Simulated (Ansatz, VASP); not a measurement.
MgI2 in VASP and in Ansatz

```
Mg I
1.0
     0.00000    3.56793    3.75971
     3.56793    0.00000    3.75971
     3.56793    3.56793    0.00000
Mg I
1 2
Direct
  0.00000 0.00000 0.00000
  0.25000 0.25000 0.25000
  0.75000 0.75000 0.75000
```

Change from the starting cell: epitaxial_xy strain -5.0%.

Alike in both runs: task single point; functional r2SCAN; k mesh 6 × 6 × 6; no spin polarisation.

|  | VASP | Ansatz |
| --- | --- | --- |
| version | VASP 6.6.1 | Ansatz 0.2.0 |
| potentials or method | VASP PAW PBE potentials, release 64 (Mg, I) | plane waves, PAW |
| plane-wave cutoff (eV) | 520 | 500 |
| occupations | gaussian, width 0.01 eV | fixed |
| valence electrons in the cell | 16 | 44 |

```tsv
	VASP	Ansatz	Ansatz less VASP
gap on the k mesh at the Fermi level (eV)	0.89	0.92	+0.030
pressure (GPa)	4.0	4.1	+0.11
traceless stress, the component that is largest in VASP (GPa)	-4.13	-4.12	+0.011
```

VASP's potentials were made for PBE, not for r2SCAN. VASP's potentials hold 16 valence electrons a cell and Ansatz's 44, so a difference there can come from the potentials and not from the codes.

Spin-orbit coupling is off throughout.
